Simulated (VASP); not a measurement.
Input of a VASP 6.6.1 run:

Contents of INCAR:

```
SYSTEM = SnSe
  PREC = Accurate
  ENCUT = 520
  EDIFF = 1E-6
  ISMEAR = 0
  SIGMA = 0.022
  LREAL = .FALSE.
  LASPH = .TRUE.
  NELM = 100
  ALGO = Normal
  ISIF = 2
  LWAVE = .FALSE.
  LCHARG = .FALSE.
  GGA = PE
  NBANDS = 17
```

File KPOINTS:

```
regular mesh
0
G
  8 8 8
  0 0 0
```

File POSCAR:

```
SnSe
1.0
    0.0000000000      3.0100000000      3.0100000000
    3.0100000000      0.0000000000      3.0100000000
    3.0100000000      3.0100000000      0.0000000000
Sn Se
1 1
Direct
    0.0000000000      0.0000000000      0.0000000000
    0.5000000000      0.5000000000      0.5000000000
```

Potentials or basis: VASP PAW PBE potentials, release 64 (Sn_d, Se).

Command:

```sh
$ cat potpaw_PBE.64/Sn_d/POTCAR potpaw_PBE.64/Se/POTCAR > POTCAR
$ mpirun -np 1 vasp_std > vasp.out
```

Problem. What does it give for the pressure?

Solution. 0.9 GPa.

Problem. Estimate the band gap on the k mesh.

Solution. 0.58 eV, direct.

Caveat: spin-orbit coupling is left out, which moves the levels of the heavy elements. A k mesh can miss the band edges.
